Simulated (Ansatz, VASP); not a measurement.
TiAl in VASP and in Ansatz

INCAR

```
  PREC = Accurate
  ENCUT = 500
  EDIFF = 1E-6
  ISMEAR = -1
  SIGMA = 0.15
  LREAL = F
  LASPH = T
  NELM = 120
  ALGO = Normal
  ISIF = 2
  LWAVE = F
  LCHARG = T
  GGA = PS
  LELF = T
  LVHAR = T
  NBANDS = 14
  GGA_COMPAT = F
```

KPOINTS

```
Automatic mesh
0
Gamma
  7 7 7
```

POSCAR

```
TiAl
1.0
    3.2220229793      0.0000000000      0.0000000000
    0.0000000000      3.2220229793      0.0000000000
    0.0000000000      0.0000000000      3.2220229793
Ti Al
1 1
Direct
    0.5000000000      0.5000000000      0.5000000000
    0.0000000000      0.0000000000      0.0000000000
```

Input for Ansatz:

```yaml
crystal:
  lattice:
    - [3.2220229792616677, -1.5858852328680994e-16, 5.606980856953371e-17]
    - [-3.02646033631266e-17, 3.2220229792616677, -9.256838026604908e-16]
    - [-3.82114217628201e-17, -1.7938330207360376e-15, 3.2220229792616664]
  atoms:
    - { symbol: Ti, position: [0.5, 0.5000000000000001, 0.5000000000000001] }
    - { symbol: Al, position: [-1.102377543681234e-33, 1.1064201578632351e-33, -7.001243764509393e-33] }
kpoints:
  mp_grid:
    grid: [7, 7, 7]
hamiltonian:
  xc: pbesol
  pseudopotentials:
    kind: paw
scf:
  occupations:
    method: fermi_dirac
    width: 0.15
output:
  forces: true
  stress: true
```

Alike in both runs: task single point; functional PBEsol; k mesh 7 × 7 × 7; occupations fermi-dirac, width 0.15 eV; no spin polarisation.

|  | VASP | Ansatz |
| --- | --- | --- |
| version | VASP 6.6.1 | Ansatz 0.2.0 |
| potentials or method | VASP PAW PBE potentials, release 64 (Ti_sv, Al) | plane waves, PAW |
| plane-wave cutoff (eV) | 500 | 420 |
| valence electrons in the cell | 15 | 15 |

VASP gave:

| Item | Value |
| --- | --- |
| pressure (GPa) | -5.9 |

Question: Which values does Ansatz return?

Answer: Pressure (GPa): -6.0.

VASP's potentials were made for PBE, not for PBEsol.
